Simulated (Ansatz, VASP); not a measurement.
SrHg3O4: VASP beside Ansatz

```
Sr Hg O
1.0
     5.00266   -0.00934   -0.00486
    -0.01012    4.96959   -0.00416
    -0.00486   -0.00392    5.00618
Sr Hg O
1 3 4
Direct
  0.00023 0.99977 0.99977
  0.99977 0.49991 0.49961
  0.49988 0.99952 0.49977
  0.50026 0.49935 0.99976
  0.50020 0.99997 0.00051
  0.49975 0.50052 0.50050
  0.99948 0.00100 0.49989
  0.00044 0.49995 0.00019
```

Change from the starting cell: cell x1, atoms moved at random (sigma 0.15 Å) and cell strained at random (1.5 %), then relaxed without symmetry.

Alike in both runs: functional PBE; k mesh 4 × 4 × 4; occupations gaussian, width 0.2 eV; no spin polarisation.

Ansatz relaxed the structure, and its values are those at the end. VASP's run is a single point on that final structure, the one shown.

```csv
,VASP,Ansatz
version,VASP 6.6.1,Ansatz 0.2.0
potentials or method,"VASP PAW PBE potentials, release 64 (Sr_sv, Hg, O), cutoff 520 eV","scalar-relativistic, plane waves, PAW"
valence electrons in the cell,70,94
```

Ansatz gave:

```
gap on the k mesh at the Fermi level (eV) : none
pressure (GPa)                            : -0.1
rms of the force components (eV/Å)        : 0.004
```

**Question.** Which values does VASP return?

**Answer.** gap on the k mesh at the Fermi level (eV): none; pressure (GPa): 0.7; rms of the force components (eV/Å): 0.004.

A gap of «none» marks a metal or a gap that the smearing closes. With one functional, cell and mesh, what is left measures potentials, basis and numerics. VASP's potentials hold 70 valence electrons a cell and Ansatz's 94, so a difference there can come from the potentials and not from the codes.

Neither program's run includes spin-orbit coupling.
